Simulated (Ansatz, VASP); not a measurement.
**SnO: VASP beside Ansatz**

```
Sn O
1.0
     3.79259    0.00000    0.00000
     0.00000    3.79259    0.00000
     0.00000    0.00000    4.75839
Sn O
2 2
Cartesian
  0.0000 1.8963 1.1469
  1.8963 0.0000 3.6115
  1.8963 1.8963 0.0000
  0.0000 0.0000 0.0000
```

Alike in both runs: task single point; functional PBE; k mesh 6 × 6 × 6; occupations fermi-dirac, width 0.02 eV; non-collinear spin, spin-orbit coupling.

|  | VASP | Ansatz |
| --- | --- | --- |
| version | VASP 6.6.1 | Ansatz 0.2.0 |
| potentials or method | VASP PAW PBE potentials, release 64 (Sn_d, O) | plane waves, PAW |
| plane-wave cutoff (eV) | 520 | 420 |
| valence electrons in the cell | 40 | 40 |

```tsv
	VASP	Ansatz	Ansatz less VASP
pressure (GPa)	5.6	5.3	-0.29
traceless stress, the component that is largest in VASP (GPa)	-0.58	-0.58	-0.003
rms of the force components (eV/Å)	0.239	0.204	-0.0352
```

Atom by atom the forces differ by 0.035 eV/Å (rms over components). With one functional, cell and mesh, what is left measures potentials, basis and numerics.
